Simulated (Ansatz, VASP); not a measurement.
CaS in VASP and in Ansatz

INCAR

```
SYSTEM = CaS
ALGO = Normal ; EDIFF = 1E-6
ENCUT = 500 ; GGA = PS
GGA_COMPAT = .FALSE. ; ISIF = 2
ISMEAR = 0 ; LASPH = .TRUE.
LCHARG = .FALSE. ; LREAL = .FALSE.
LWAVE = .FALSE. ; NBANDS = 15
NELM = 120 ; PREC = Accurate
SIGMA = 0.01
```

The input KPOINTS:

```
k-points
0
G
  8 8 8
  0 0 0
```

File POSCAR:

```
CaS
1.0
    0.0000000000      2.8312564313      2.8312564313
    2.8312564313      0.0000000000      2.8312564313
    2.8312564313      2.8312564313      0.0000000000
Ca S
1 1
Direct
    0.0000000000      0.0000000000      0.0000000000
    0.5000000000      0.5000000000      0.5000000000
```

Input for Ansatz:

```yaml
crystal:
  lattice:
    - [0.0, 2.8312564313, 2.8312564313]
    - [2.8312564313, 0.0, 2.8312564313]
    - [2.8312564313, 2.8312564313, 0.0]
  atoms:
    - { symbol: Ca, position: [0.0, 0.0, 0.0] }
    - { symbol: S, position: [0.5, 0.5, 0.5] }
kpoints:
  mp_grid: { grid: [8, 8, 8] }
scf:
  occupations: { method: fixed }
  convergence: { dr2_threshold: 1.0e-10 }
hamiltonian:
  xc: pbesol
  pseudopotentials: { kind: all_electron, lapw: { basis_error: 0.0005 } }
output:
  forces: true
  stress: true
  eigenstates:
    kpoints:
      - [0.0, 0.0, 0.0]
      - [0.0, -0.5, -0.5]
      - [-0.5, 0.0, -0.5]
      - [-0.5, -0.5, 0.0]
      - [-0.5, 0.0, 0.0]
      - [0.0, -0.5, 0.0]
      - [0.0, 0.0, -0.5]
      - [-0.5, -0.5, -0.5]
  eigenvalues: true
```

Alike in both runs: task single point; functional PBEsol; k mesh 8 × 8 × 8; no spin polarisation.

|  | VASP | Ansatz |
| --- | --- | --- |
| version | VASP 6.6.1 | Ansatz 0.2.0 |
| potentials or method | VASP PAW PBE potentials, release 64 (Ca_sv, S), cutoff 500 eV | all-electron LAPW, scalar-relativistic |
| occupations | gaussian, width 0.01 eV | fixed |

```tsv
	VASP	Ansatz	Ansatz less VASP
gap on the k mesh at the Fermi level (eV)	2.19	2.20	+0.006
pressure (GPa)	-0.8	-0.9	-0.19
```

VASP's potentials were made for PBE, not for PBEsol. Ansatz ran all-electron here, and VASP with PAW potentials.
